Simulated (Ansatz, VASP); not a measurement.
## Two plane-wave programs on NaCl

The input INCAR:

```
PREC = Accurate ; ENCUT = 520
EDIFF = 1E-7 ; ISMEAR = 0
SIGMA = 0.05 ; LREAL = F
LASPH = T ; NELM = 80
ALGO = Normal ; ISIF = 2
LWAVE = F ; LCHARG = F
GGA = PS ; NBANDS = 14
```

KPOINTS

```
regular mesh
0
Gamma
  8 8 8
```

The input POSCAR:

```
NaCl
1.0
    0.0000000000      2.6841763162      2.6841763162
    2.6841763162      0.0000000000      2.6841763162
    2.6841763162      2.6841763162      0.0000000000
Na Cl
1 1
Direct
    0.0000000000      0.0000000000      0.0000000000
    0.5000000000      0.5000000000      0.5000000000
```

Input for Ansatz:

```yaml
crystal:
  lattice:
    - [0.0, 2.6841763162, 2.6841763162]
    - [2.6841763162, 0.0, 2.6841763162]
    - [2.6841763162, 2.6841763162, 0.0]
  atoms:
    - { symbol: Na, position: [0.0, 0.0, 0.0] }
    - { symbol: Cl, position: [0.5, 0.5, 0.5] }
basis:
  ecutwfc: 420
  ecutrho_ratio: 4
kpoints:
  mp_grid: { grid: [8, 8, 8] }
hamiltonian:
  xc: pbesol
scf:
  occupations: { method: gaussian, width: 0.05 }
output:
  forces: true
  stress: true
  eigenvalues: true
```

Alike in both runs: task single point; functional PBEsol; k mesh 8 × 8 × 8; occupations gaussian, width 0.05 eV; no spin polarisation.

|  | VASP | Ansatz |
| --- | --- | --- |
| version | VASP 6.6.1 | Ansatz 0.2.0 |
| potentials or method | VASP PAW PBE potentials, release 64 (Na_pv, Cl), cutoff 520 eV | scalar-relativistic, plane waves, PAW |
| valence electrons in the cell | 14 | 16 |

```tsv
	VASP	Ansatz	Ansatz less VASP
gap on the k mesh at the Fermi level (eV)	5.54	5.54	+0.005
least direct gap on the mesh (eV)	5.54	5.54	+0.005
pressure (GPa)	4.5	4.5	-0.07
```

VASP's potentials were made for PBE, not for PBEsol. VASP's potentials hold 14 valence electrons a cell and Ansatz's 16, so a difference there can come from the potentials and not from the codes.
